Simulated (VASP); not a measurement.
A run of VASP 6.6.1:

Contents of INCAR:

```
SYSTEM = Al
  PREC = Accurate
  ENCUT = 520
  EDIFF = 1E-6
  ISMEAR = 0
  SIGMA = 0.1
  LREAL = .False.
  LASPH = .True.
  NELM = 80
  ALGO = Fast
  ISIF = 2
  LWAVE = .False.
  LCHARG = .True.
  GGA = PE
  IVDW = 12
  LELF = .True.
  LVHAR = .True.
  NBANDS = 14
```

Contents of KPOINTS:

```
regular mesh
0
Gamma
  18 18 6
  0 0 0
```

The input POSCAR:

```
Al
1.0
    2.8426491409      0.0000000000      0.0000000000
   -1.4213245704      2.4618063701      0.0000000000
    0.0000000000      0.0000000000      9.3333051230
Al
4
Direct
    0.0000000000      0.0000000000      0.0000000000
    0.3333333333      0.6666666667      0.2500000000
    0.0000000000      0.0000000000      0.5000000000
    0.6666666667      0.3333333333      0.7500000000
```

Potentials or basis: VASP PAW PBE potentials, release 64 (Al).

Launch:

```bash
$ cat potpaw_PBE.64/Al/POTCAR > POTCAR
$ mpirun -np 1 vasp_std > vasp.out
```

Hardware: 1 thread of Intel Xeon 8259CL, with other jobs on the host.

Question: Estimate the wall time of this run.

Answer: Run time: 2.3 min on 1 thread of Intel Xeon 8259CL (shared host), peak memory 0.26 GiB. Counts: scf iterations 12, k points 148.
